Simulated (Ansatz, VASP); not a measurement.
# W3N2: VASP beside Ansatz

```
CELL_PARAMETERS angstrom
5.58293 0.00000 0.00000
-2.79147 4.83496 0.00000
0.00000 0.00000 2.67926
ATOMIC_POSITIONS crystal
W 0.69060 0.00000 0.00000
W 0.00000 0.69060 0.00000
W 0.30940 0.30940 0.00000
N 0.33333 0.66667 0.00000
N 0.66667 0.33333 0.00000
```

Alike in both runs: functional PBE; k mesh 6 × 6 × 6; occupations gaussian, width 0.1 eV; no spin polarisation.

Ansatz relaxed the structure, and its values are those at the end. VASP's run is a single point on that final structure, the one shown.

```csv
,VASP,Ansatz
version,VASP 6.6.1,Ansatz 0.2.0
potentials or method,"VASP PAW PBE potentials, release 64 (W_sv, N), cutoff 520 eV","scalar-relativistic, plane waves, PAW"
valence electrons in the cell,52,52
```

Ansatz gave:

```
gap on the k mesh at the Fermi level (eV) : none
pressure (GPa)                            : 0.2
rms of the force components (eV/Å)        : 0.008
```

Which values does VASP return?

gap on the k mesh at the Fermi level (eV): none; pressure (GPa): 1.3; rms of the force components (eV/Å): 0.064.

A gap of «none» marks a metal or a gap that the smearing closes. The functional is the same, so the differences come from potentials, cutoffs and numerics.

The k mesh is coarse, so the values compare programs but aren't converged. Neither program's run includes spin-orbit coupling.
